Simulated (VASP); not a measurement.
Wanted: the native input for a VASP 6.6.1 run.

| Quantity | Value |
| --- | --- |
| Task | single point |
| Functional | r2SCAN |
| Potentials or basis | VASP PAW PBE potentials, release 64 (Ba_sv, S) |
| Cutoff | 520 eV |
| k mesh | 8 × 8 × 8 |
| Occupations | gaussian, width 0.01 eV |
| Spin | no spin polarisation |
| Dipole correction | no |
| Further INCAR settings | ALGO = Normal; EDIFF = 1e-06; NBANDS = 15 |

BaS:

```xyz
2
Lattice="0.0000 3.2118 3.2118 3.2118 0.0000 3.2118 3.2118 3.2118 0.0000" Properties=species:S:1:pos:R:3 pbc="T T T"
Ba    0.0000    0.0000    0.0000
S     3.2118    3.2118    3.2118
```

One way to write it, as run:

POSCAR

```
BaS
1.0
    0.0000000000      3.2117958753      3.2117958753
    3.2117958753      0.0000000000      3.2117958753
    3.2117958753      3.2117958753      0.0000000000
Ba S
1 1
Direct
    0.0000000000      0.0000000000      0.0000000000
    0.5000000000      0.5000000000      0.5000000000
```

INCAR.step1

```
PREC = Accurate
ENCUT = 520
ISMEAR = 0
SIGMA = 0.01
LREAL = F
LASPH = T
NELM = 60
NBANDS = 15
GGA = PE
ALGO = Normal
EDIFF = 1E-4
LWAVE = T
LCHARG = F
```

INCAR.step2

```
PREC = Accurate
ENCUT = 520
EDIFF = 1E-6
ISMEAR = 0
SIGMA = 0.01
LREAL = F
LASPH = T
NELM = 60
ALGO = Normal
ISIF = 2
LWAVE = F
LCHARG = F
METAGGA = R2SCAN
LMIXTAU = T
NBANDS = 15
ISTART = 1
```

KPOINTS

```
regular mesh
0
Gamma
  8 8 8
```

Potentials or basis: VASP PAW PBE potentials, release 64 (Ba_sv, S).

Command:

```bash
$ cat potpaw_PBE.64/Ba_sv/POTCAR potpaw_PBE.64/S/POTCAR > POTCAR
$ cp INCAR.step1 INCAR
$ mpirun -np 1 vasp_std > vasp.out
$ cp INCAR.step2 INCAR
$ mpirun -np 1 vasp_std > vasp.out
```

Results of the run:

| Property | Result |
| --- | --- |
| Pressure | 0.6 GPa |
| Band gap on the k mesh | 2.49 eV, indirect (least direct gap 2.63 eV) |

Caveat: the PAW data sets were made with another functional, which shifts forces and pressure a little; spin-orbit coupling is left out, which moves the levels of the heavy elements.

Wall time 100 s on 1 thread of AMD EPYC 9R45 96-Core Processor (Zen 5), with other jobs on the host, peak memory 0.19 GiB.
